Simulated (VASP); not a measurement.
# Co2S (P6/mmm) in VASP: notebook

Runs on Co2S. Level: PBE. Tasks: single point, relaxation of cell and atoms.

All numbers are computed with VASP 6.6.1; they aren't measurements. Logs are shortened: lines on timing, memory, paths and dates and some standing lists are left out, and cuts for length are marked.

## Step 1: The cell of the first run

The structure is hexagonal, space group P6/mmm (No. 191). The conventional cell has a = 3.928 Å, b = 3.928 Å, c = 2.918 Å, α = 90.00°, β = 90.00°, γ = 120.00°. Within 3.0 Å of Co (site symmetry -6m2) lie 5 Co at 2.27 to 2.92 Å and 6 S at 2.70 Å. Within 3.6 Å of S (site symmetry 6/mmm) lie 12 Co at 2.70 Å and 2 S at 2.92 Å.

## Step 2: Single point, PBE, collinear spin, ferromagnetic start

Input file INCAR:

```
ALGO = Normal
EDIFF = 1E-6
ENCUT = 520
GGA = PE
ISIF = 2
ISMEAR = 0
ISPIN = 2
LASPH = True
LCHARG = False
LMAXMIX = 4
LORBIT = 11
LREAL = False
LWAVE = False
MAGMOM = 1.48 1.48 0.2
NBANDS = 23
NELM = 150
PREC = Accurate
SIGMA = 0.1
```

Input file KPOINTS:

```
k-points
0
Gamma
  6 6 6
```

Input file POSCAR:

```
Co2S
1.0
    3.9277678936      0.0000000000      0.0000000000
   -1.9638839468      3.4015467760      0.0000000000
    0.0000000000      0.0000000000      2.9180613569
Co S
2 1
Direct
    0.3333333333      0.6666666667      0.5000000000
    0.6666666667      0.3333333333      0.5000000000
    0.0000000000      0.0000000000      0.0000000000
```

Potentials or basis: VASP PAW PBE potentials, release 64 (Co, S).

The run is started by

```sh
> cat potpaw_PBE.64/Co/POTCAR potpaw_PBE.64/S/POTCAR > POTCAR
> mpirun -np 1 vasp_std > vasp.out
```

OUTCAR:

```text
EDIFF = 1E-6
   ENCUT = 520
   GGA = PE
   ISIF = 2
   ISMEAR = 0
   ISPIN = 2
   LASPH = True
   LORBIT = 11
   LREAL = False
   NELM = 150
   PREC = Accurate

 ion  position               nearest neighbor table
   1  0.333  0.667  0.500-   2 2.27   2 2.27   2 2.27   3 2.70   3 2.70   3 2.70   3 2.70   3 2.70
                             3 2.70
   2  0.667  0.333  0.500-   1 2.27   1 2.27   1 2.27   3 2.70   3 2.70   3 2.70   3 2.70   3 2.70
                             3 2.70
   3  0.000  0.000  0.000-   1 2.70   2 2.70   1 2.70   2 2.70   1 2.70   1 2.70   2 2.70   2 2.70
                             2 2.70   2 2.70   1 2.70   1 2.70

  LATTYP: Found a hexagonal cell.
 ALAT       =     3.9277678936
 C/A-ratio  =     0.7429312108

  Lattice vectors:

 A1 = (   3.9277678936,   0.0000000000,   0.0000000000)
 A2 = (  -1.9638839468,   3.4015467760,   0.0000000000)
 A3 = (   0.0000000000,   0.0000000000,   2.9180613569)

Analysis of symmetry for initial positions (statically):
=====================================================================
 Subroutine PRICEL returns:
 Original cell was already a primitive cell.

 Routine SETGRP: Setting up the symmetry group for a
 hexagonal supercell.

 Subroutine GETGRP returns: Found 24 space group operations
 (whereof 24 operations were pure point group operations)
 out of a pool of 24 trial point group operations.

The static configuration has the point symmetry D_6h.

Analysis of symmetry for dynamics (positions and initial velocities):
=====================================================================
 Subroutine PRICEL returns:
 Original cell was already a primitive cell.

 Routine SETGRP: Setting up the symmetry group for a
 hexagonal supercell.

 Subroutine GETGRP returns: Found 24 space group operations
 (whereof 24 operations were pure point group operations)
 out of a pool of 24 trial point group operations.

The dynamic configuration has the point symmetry D_6h.

Analysis of structural, dynamic, and magnetic symmetry:
=====================================================================
 Subroutine PRICEL returns:
 Original cell was already a primitive cell.

 Routine SETGRP: Setting up the symmetry group for a
 hexagonal supercell.

 Subroutine GETGRP returns: Found 24 space group operations
 (whereof 24 operations were pure point group operations)
 out of a pool of 24 trial point group operations.

The overall configuration has the point symmetry D_6h.

 Subroutine INISYM returns: Found 24 space group operations
 (whereof 24 operations are pure point group operations),
 and found     1 'primitive' translations

----------------------------------------------------------------------------------------

                                     Primitive cell

  volume of cell :      38.9867

  direct lattice vectors                    reciprocal lattice vectors
     3.927767894  0.000000000  0.000000000     0.254597529  0.146991952  0.000000000
    -1.963883947  3.401546776  0.000000000     0.000000000  0.293983904  0.000000000
     0.000000000  0.000000000  2.918061357     0.000000000  0.000000000  0.342693274

  length of vectors
     3.927767894  3.927767894  2.918061357     0.293983904  0.293983904  0.342693274

  position of ions in fractional coordinates (direct lattice)
     0.333333333  0.666666667  0.500000000
     0.666666667  0.333333333  0.500000000
     0.000000000  0.000000000  0.000000000

  ion indices of the primitive-cell ions
   primitive index   ion index
                 1           1
                 2           2
                 3           3

----------------------------------------------------------------------------------------

 KPOINTS: k-points

Automatic generation of k-mesh.
 Grid dimensions read from file:
 generate k-points for:    6    6    6

 Generating k-lattice:

  Cartesian coordinates                     Fractional coordinates (reciprocal lattice)
     0.042432921  0.024498659  0.000000000     0.166666667  0.000000000  0.000000000
     0.000000000  0.048997317  0.000000000     0.000000000  0.166666667  0.000000000
     0.000000000  0.000000000  0.057115546     0.000000000  0.000000000  0.166666667

  Length of vectors
     0.048997317  0.048997317  0.057115546

  Shift w.r.t. Gamma in fractional coordinates (k-lattice)
     0.000000000  0.000000000  0.000000000

 Subroutine IBZKPT returns following result:
 ===========================================

 Found     28 irreducible k-points:

 Following reciprocal coordinates:
            Coordinates               Weight
  0.000000  0.000000  0.000000      1.000000
  0.166667  0.000000  0.000000      6.000000
  0.333333  0.000000  0.000000      6.000000
  0.500000  0.000000  0.000000      3.000000
  0.166667  0.166667  0.000000      6.000000
  0.333333  0.166667  0.000000     12.000000
[... 16 lines left out ...]
  0.166667  0.000000  0.500000      6.000000
  0.333333  0.000000  0.500000      6.000000
 [... further k-points ...]
   k-points           NKPTS =     28   k-points in BZ     NKDIM =     28   number of bands    NBANDS=     23
   number of dos      NEDOS =    301   number of ions     NIONS =      3
   total plane-waves  NPLWV =  21600
   dimension x,y,z NGX =    30 NGY =   30 NGZ =   24
   dimension x,y,z NGXF=    60 NGYF=   60 NGZF=   48
   ions per type =               2   1
   NGX,Y,Z   is equivalent  to a cutoff of  12.70, 12.70, 13.67 a.u.
   NGXF,Y,Z  is equivalent  to a cutoff of  25.40, 25.40, 27.35 a.u.
 SYSTEM =  unknown system
   PREC   = accura    normal or accurate (medium, high low for compatibility)
   ISTART =      0    job   : 0-new  1-cont  2-samecut
   ICHARG =      2    charge: 1-file 2-atom 10-const
   ISPIN  =      2    spin polarized calculation?
   LNONCOLLINEAR =      F non collinear calculations
   LSORBIT =      F    spin-orbit coupling
   LASPH  =      T    aspherical Exc in radial PAW
   ENCUT  =  520.0 eV  38.22 Ry    6.18 a.u.   7.30  7.30  5.43*2*pi/ulx,y,z
   NELM   =    150;   NELMIN=  2; NELMDL= -5     # of ELM steps
   EDIFF  = 0.1E-05   stopping-criterion for ELM
   LREAL  =      F    real-space projection
   EDIFFG = 0.1E-04   stopping-criterion for IOM
   NSW    =      0    number of steps for IOM
   IBRION =     -1    ionic relax: 0-MD 1-quasi-New 2-CG
   NFREE  =      0    steps in history (QN), initial steepest desc. (CG)
   ISIF   =      2    stress and relaxation
   ISYM   =      2    0-nonsym 1-usesym 2-fastsym
   POTIM  = 0.5000    time-step for ionic-motion
   TEBEG  =    0.0;   TEEND  =   0.0 temperature during run
   PSTRESS=    0.0 pullay stress
   NELECT =      24.0000    total number of electrons
   NUPDOWN=      -1.0000    fix difference up-down
   EMIN   =  10.00;   EMAX   =-10.00  energy-range for DOS
   EFERMI =   0.00;   METHOD = LEGACY
   ISMEAR =     0;   SIGMA  =   0.10  broadening in eV -4-tet -1-fermi 0-gaus
   EFERMI_NEDOS =   21; number of points for ismear=-14 and -15
   IALGO  =     38    algorithm
   IMIX   =      4    mixing-type and parameters
     AMIX     =   0.40;   BMIX     =  1.00
     AMIX_MAG =   1.60;   BMIX_MAG =  1.00
  volume/ion in A,a.u.               =      13.00        87.70
  Fermi-wavevector in a.u.,A,eV,Ry     =   1.392643  2.631713 26.387867  1.939453
  Thomas-Fermi vector in A             =   2.516366
   LORBIT       =     11    0 simple, 1 ext, 2 COOP (PROOUT), +10 PAW based schemes
   GGA     = PE    functional components
   LHFCALC =     F    Hartree Fock is set to
   AEXX    =    0.0000 exact exchange contribution
   IVDW    =     0    specifies the selected vdW correction
   LEPSILON=     F    determine dielectric tensor
   LRPA    =     F    only Hartree local field effects (RPA)
 spin polarized calculation
 Gauss-broadening in eV      SIGMA  =   0.10
  energy-cutoff  :      520.00
  volume of cell :       38.99
 maximum number of plane-waves:      1067
 NGX is ok and might be reduce to    30
   NGX = 15   NGY = 15   NGZ = 11

 number of electron      24.0000014 magnetization       3.7657149

 Free energy of the ion-electron system (eV)
  ---------------------------------------------------
  ext. energy  EPLUGINS =         0.00000000
  ---------------------------------------------------
  free energy    TOTEN  =       -16.51524670 eV

  energy without entropy =      -16.49316197  energy(sigma->0) =      -16.50420434

 E-fermi :   9.3685     XC(G=0): -12.2069

 val. band max:        9.3658723047   @ k =   0.1667   0.0000   0.1667
 cond. band min:       9.3791083620   @ k =   0.3333   0.0000   0.3333
 fundamental gap:      0.0132360573
 Fermi energy:         9.3684784431

 spin component 1

 k-point     1 :       0.0000    0.0000    0.0000
  band No.  band energies     occupation
      1      -5.9779      1.00000
      2       3.9679      1.00000
      3       3.9679      1.00000
      4       5.4805      1.00000
      5       6.3569      1.00000
      6       6.3569      1.00000
[... 15 lines left out ...]
     22      23.5528      0.00000
     23      25.6477      0.00000
[... 575 lines left out ...]
      1      -3.6953      1.00000
      2       1.9818      1.00000
      3       3.9329      1.00000
      4       4.0751      1.00000
      5       5.3046      1.00000
      6       5.8581      1.00000
[... 15 lines left out ...]
     22      23.6855      0.00000
     23      25.4410      0.00000

 [... further k-points ...]

 spin component 2

 k-point     1 :       0.0000    0.0000    0.0000
  band No.  band energies     occupation
      1      -5.8221      1.00000
      2       4.5098      1.00000
      3       4.5098      1.00000
      4       6.7238      1.00000
      5       7.7953      1.00000
      6       7.7953      1.00000
[... 15 lines left out ...]
     22      23.7465      0.00000
     23      26.0990      0.00000
[... 575 lines left out ...]
      1      -3.4790      1.00000
      2       2.1310      1.00000
      3       4.3359      1.00000
      4       4.8922      1.00000
      5       6.4400      1.00000
      6       7.4096      1.00000
[... 15 lines left out ...]
     22      24.1140      0.00000
     23      25.6797      0.00000

 [... further k-points ...]
[... 5 lines left out ...]
  --------------------------------------------------------------------------------------
  -------------------------------------------------------------------------------------
  Total       -0.1457764     -0.1457764     -0.1054207      0.0000000     -0.0000000      0.0000000
  in kB       -5.9907498     -5.9907498     -4.3323120      0.0000000     -0.0000000      0.0000000
  external PRESSURE =      -5.4379372 kB  Pullay stress =       0.0000000 kB

 VOLUME and BASIS-vectors are now :
 -----------------------------------------------------------------------------
  energy-cutoff  :      520.00
  volume of cell :       38.99
      direct lattice vectors                 reciprocal lattice vectors
     3.927767894  0.000000000  0.000000000     0.254597529  0.146991952  0.000000000
    -1.963883947  3.401546776  0.000000000     0.000000000  0.293983904  0.000000000
     0.000000000  0.000000000  2.918061357     0.000000000  0.000000000  0.342693274

 POSITION                                       TOTAL-FORCE (eV/Angst)
 -----------------------------------------------------------------------------------
     -0.00000      2.26770      1.45903         0.000000     -0.000000      0.000000
      1.96388      1.13385      1.45903        -0.000000      0.000000      0.000000
      0.00000      0.00000      0.00000         0.000000      0.000000      0.000000
 -----------------------------------------------------------------------------------
    total drift:                               -0.000000      0.000000      0.000000

  FREE ENERGIE OF THE ION-ELECTRON SYSTEM (eV)
  ---------------------------------------------------
  free  energy   TOTEN  =       -16.5152466973 eV

  energy  without entropy=      -16.4931619746  energy(sigma->0) =      -16.50420434

 total charge

# of ion       s       p       d       tot
------------------------------------------
    1        0.401   0.363   7.360   8.124
    2        0.401   0.363   7.360   8.124
    3        1.389   2.174   0.000   3.563
--------------------------------------------------
tot          2.192   2.901  14.720  19.812

 magnetization (x)

# of ion       s       p       d       tot
------------------------------------------
    1       -0.016  -0.011   1.825   1.798
    2       -0.016  -0.011   1.825   1.798
    3        0.013   0.140   0.000   0.152
--------------------------------------------------
tot         -0.020   0.118   3.650   3.747
```

It took 42 s on 1 thread of Intel Xeon 6975P-C (Granite Rapids), shared host; peak memory 0.19 GiB.

Results:

```yaml
Free_energy: -16.5152 eV
Pressure: -0.5 GPa
Net_moment: 3.77 μB per cell
Site_moments: Co +1.80; S +0.15 μB
Valence_electrons_inside_the_program's_atomic_spheres: Co 8.12; S 3.56
```

With open d or f shells a metallic result of PBE can be an artefact of self-interaction; +U or a hybrid may open a gap.

## Step 3: Relaxation of cell and atoms, PBE, collinear spin, ferromagnetic start

This run uses another cell than the first one, of 12.85 Å³/atom, 0.989 times its volume.

Input file INCAR:

```
SYSTEM = Co2S
  PREC = Accurate
  ENCUT = 600
  EDIFF = 1E-6
  ISMEAR = 0
  SIGMA = 0.1
  LREAL = .FALSE.
  LASPH = .TRUE.
  NELM = 150
  ALGO = Normal
  ISIF = 3
  LWAVE = .FALSE.
  LCHARG = .FALSE.
  ISPIN = 2
  MAGMOM = 1.48 1.48 0.2
  LORBIT = 11
  LMAXMIX = 4
  GGA = PE
  IBRION = 2
  NSW = 90
  EDIFFG = -0.04
```

Input file KPOINTS:

```
regular mesh
0
G
  6 6 6
  0 0 0
```

Input file POSCAR:

```
Co2S
1.0
    3.4543342999      0.0000000000      0.0000000000
   -1.7271671500      2.9915412569      0.0000000000
    0.0000000000      0.0000000000      3.7297629484
Co S
2 1
Direct
    0.3333333333      0.6666666667      0.5000000000
    0.6666666667      0.3333333333      0.5000000000
    0.0000000000      0.0000000000      0.0000000000
```

Potentials or basis: VASP PAW PBE potentials, release 64 (Co, S).

The run is started by

```sh
> cat potpaw_PBE.64/Co/POTCAR potpaw_PBE.64/S/POTCAR > POTCAR
> mpirun -np 1 vasp_std > vasp.out
```

It took 4.3 min on 1 thread of Intel Xeon 6975P-C (Granite Rapids), shared host; peak memory 0.21 GiB.

The run converged. Its results:

- Free energy: -16.5141 eV
- Relaxed volume: 12.91 Å³/atom
- Relaxed cell: a = 3.922 Å, b = 3.922 Å, c = 2.907 Å, α = 90.00°, β = 90.00°, γ = 120.00°
- Space group after relaxing (to 0.05 Å): P6/mmm (No. 191)
- Energy gained by relaxing: 463.8 meV/atom
- Ionic steps: 10
- Pressure after relaxing: 0.2 GPa
- Net moment: 3.74 μB per cell
- Site moments: Co +1.79; S +0.15 μB
- Valence electrons inside the program's atomic spheres: Co 8.13; S 3.56

The path:
| step | energy change (eV) | largest force (eV/Å) | pressure (GPa) | volume (Å³) |
| --- | --- | --- | --- | --- |
| 1 | 0.0000 | 0.0000 | 20.48 | 38.54 |
| 2 | -0.8889 | 0.0000 | -11.76 | 47.89 |
| 3 | -0.9545 | 0.0000 | -6.84 | 45.57 |
| 4 | -1.2011 | 0.0000 | -4.04 | 42.68 |
| 5 | -1.3336 | 0.0000 | -1.20 | 40.26 |
| 6 | -1.2909 | 0.0000 | 9.66 | 35.32 |
| 7 | -1.3792 | 0.0000 | 2.02 | 38.40 |
| 8 | -1.3799 | 0.0000 | 2.73 | 38.08 |
| 9 | -1.3903 | 0.0000 | -0.83 | 38.95 |
| 10 | -1.3913 | 0.0000 | 0.22 | 38.73 |

Final structure:
```
CELL_PARAMETERS angstrom
3.92237 0.00000 0.00000
-1.96118 3.39687 0.00000
0.00000 0.00000 2.90678
ATOMIC_POSITIONS crystal
Co 0.33333 0.66667 0.50000
Co 0.66667 0.33333 0.50000
S 0.00000 0.00000 0.00000
```

Levels at points of the mesh, in eV from the Fermi level:
Spin up:
```csv
k point,band 11,band 12,band 13,band 14,band 15,band 16,band 17,band 18
"(0.00, 0.00, 0.00)",-1.68,-1.68,-0.58,-0.20,-0.20,3.52,3.52,7.61
"(0.50, 0.00, 0.00)",-1.45,-1.43,-1.14,0.82,1.10,5.76,7.58,10.40
"(0.00, 0.00, 0.50)",-1.84,-0.98,-0.03,-0.03,2.02,4.11,7.79,7.79
"(0.50, 0.00, 0.50)",-1.30,-1.03,-0.97,-0.11,0.69,3.09,3.32,6.20
```
Spin down:
```csv
k point,band 7,band 8,band 9,band 10,band 11,band 12,band 13,band 14
"(0.00, 0.00, 0.00)",-1.44,-0.91,-0.86,-0.86,-0.49,0.35,0.35,1.23
"(0.50, 0.00, 0.00)",-1.85,-1.55,-1.17,0.04,0.37,0.64,0.64,1.57
"(0.00, 0.00, 0.50)",-1.65,-1.65,-1.21,-1.21,-0.36,0.81,1.56,1.56
"(0.50, 0.00, 0.50)",-2.03,-1.09,0.20,0.47,0.55,0.71,0.88,1.12
```

With open d or f shells a metallic result of PBE can be an artefact of self-interaction; +U or a hybrid may open a gap.
